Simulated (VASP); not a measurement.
A run of VASP 6.6.1 is set up as follows.

The input INCAR:

```
  PREC = Accurate
  ENCUT = 420
  EDIFF = 1E-8
  ISMEAR = -1
  SIGMA = 0.05
  LREAL = False
  LASPH = True
  NELM = 120
  ALGO = Normal
  ISIF = 2
  LWAVE = False
  LCHARG = False
  GGA = PE
  LEFG = True
  NBANDS = 15
  GGA_COMPAT = False
```

Contents of KPOINTS:

```
Automatic mesh
0
Gamma
  13 13 11
```

POSCAR

```
HfB2
1.0
    3.2342001035      0.0000000000      0.0000000000
   -1.6171000518      2.8008994505      0.0000000000
    0.0000000000      0.0000000000      3.4800000000
Hf B
1 2
Direct
    0.0000000000      0.0000000000      0.0000000000
    0.3333333333      0.6666666667      0.5000000000
    0.6666666667      0.3333333333      0.5000000000
```

Potentials or basis: VASP PAW PBE potentials, release 64 (Hf_pv, B).

The run is started by

```sh
$ cat potpaw_PBE.64/Hf_pv/POTCAR potpaw_PBE.64/B/POTCAR > POTCAR
$ mpirun -np 1 vasp_std > vasp.out
```

Question: Predict the band gap on the k mesh.

Answer: Zero (band 8 reaches 7.90 eV, above the bottom of band 9 at 6.89 eV).

Question: Estimate the pressure.

Answer: -13.0 GPa.

Stress tensor (GPa, compression positive):
```
-16.74   0.00   0.00
  0.00 -16.74   0.00
  0.00   0.00  -5.65
```

Caveat: the cell differs from its parent crystal (equal xx and yy strain of +3 %); without QUAD_EFG the Cq values of the log hold for a quadrupole moment of 1 mb, not for the nuclei; spin-orbit coupling is left out, which moves the levels of the heavy elements.
